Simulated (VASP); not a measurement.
Input of a VASP 6.6.1 run:

Contents of INCAR:

```
PREC = Accurate
ENCUT = 600
EDIFF = 1E-7
ISMEAR = -1
SIGMA = 0.05
LREAL = F
LASPH = T
NELM = 80
ALGO = Normal
ISIF = 3
LWAVE = F
LCHARG = F
GGA = PS
IVDW = 12
IBRION = 2
NSW = 60
EDIFFG = -0.01
```

KPOINTS

```
Automatic mesh
0
Gamma
  9 9 9
```

File POSCAR:

```
As
1.0
    1.8807968987      1.0858785957      3.5140619945
   -1.8807968987      1.0858785957      3.5140619945
    0.0000000000     -2.1717571915      3.5140619945
As
2
Direct
    0.2260000000      0.2260000000      0.2260000000
    0.7740000000      0.7740000000      0.7740000000
```

Potentials or basis: VASP PAW PBE potentials, release 64 (As).

The run is started by

```bash
$ cat potpaw_PBE.64/As/POTCAR > POTCAR
$ mpirun -np 1 vasp_std > vasp.out
```

(1) Predict the space group after relaxing (to 0.05 Å).

(2) What does it give for the relaxed cell?

(3) Predict the band gap on the k mesh.

(4) Estimate the relaxed volume.

Answers

(1) R-3m (No. 166).

(2) a = 3.913 Å, b = 3.913 Å, c = 3.913 Å, α = 57.29°, β = 57.29°, γ = 57.29°.

(3) zero (filled and empty bands overlap).

(4) 19.87 Å³/atom.

Caveat: the PAW data sets were made with another functional, which shifts forces and pressure a little; pairwise dispersion overbinds metals, which lowers pressure and volume.
